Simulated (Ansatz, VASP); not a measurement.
KCl in VASP and in Ansatz

```
K Cl
1.0
     0.00000    2.75711    4.13566
     2.75711    0.00000    4.13566
     2.75711    2.75711    0.00000
K Cl
1 1
Direct
  0.00000 0.00000 0.00000
  0.50000 0.50000 0.50000
```

Alike in both runs: task single point; functional PBE; k mesh 8 × 8 × 8; occupations gaussian, width 0.05 eV; no spin polarisation.

```csv
,VASP,Ansatz
version,VASP 6.6.1,Ansatz 0.2.0
potentials or method,"VASP PAW PBE potentials, release 64 (K_sv, Cl), cutoff 520 eV","scalar-relativistic, plane waves, PAW"
valence electrons in the cell,16,16
```

```tsv
	VASP	Ansatz	Ansatz less VASP
gap on the k mesh at the Fermi level (eV)	4.60	4.60	+0.005
least direct gap on the mesh (eV)	4.60	4.60	+0.005
pressure (GPa)	7.9	7.7	-0.13
traceless stress, the component that is largest in VASP (GPa)	-8.89	-8.71	+0.173
```

The functional is the same, so the differences come from potentials, cutoffs and numerics.
